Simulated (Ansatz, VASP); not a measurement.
## Two plane-wave programs on ZnS

```
Zn S
1.0
     0.02119    2.71528    2.71528
     2.71528    0.02119    2.71528
     2.71528    2.71528    0.02119
Zn S
1 1
Direct
  0.00066 0.00066 0.00066
  0.24934 0.24934 0.24934
```

Change from the starting cell: shear_111 strain +1.2%.

Alike in both runs: task single point; functional r2SCAN; k mesh 8 × 8 × 8; no spin polarisation.

|  | VASP | Ansatz |
| --- | --- | --- |
| version | VASP 6.6.1 | Ansatz 0.2.0 |
| potentials or method | VASP PAW PBE potentials, release 64 (Zn, S) | plane waves, PAW |
| plane-wave cutoff (eV) | 520 | 500 |
| occupations | gaussian, width 0.01 eV | fixed |
| valence electrons in the cell | 18 | 18 |

Ansatz gave:

```
gap on the k mesh at the Fermi level (eV)                     : 2.63
pressure (GPa)                                                : -0.9
traceless stress, the component that is largest in VASP (GPa) : -0.39
```

**Question.** Which values does VASP return?

**Answer.** gap on the k mesh at the Fermi level (eV): 2.64; pressure (GPa): -0.8; traceless stress, the component that is largest in VASP (GPa): -0.40.

VASP's potentials were made for PBE, not for r2SCAN.
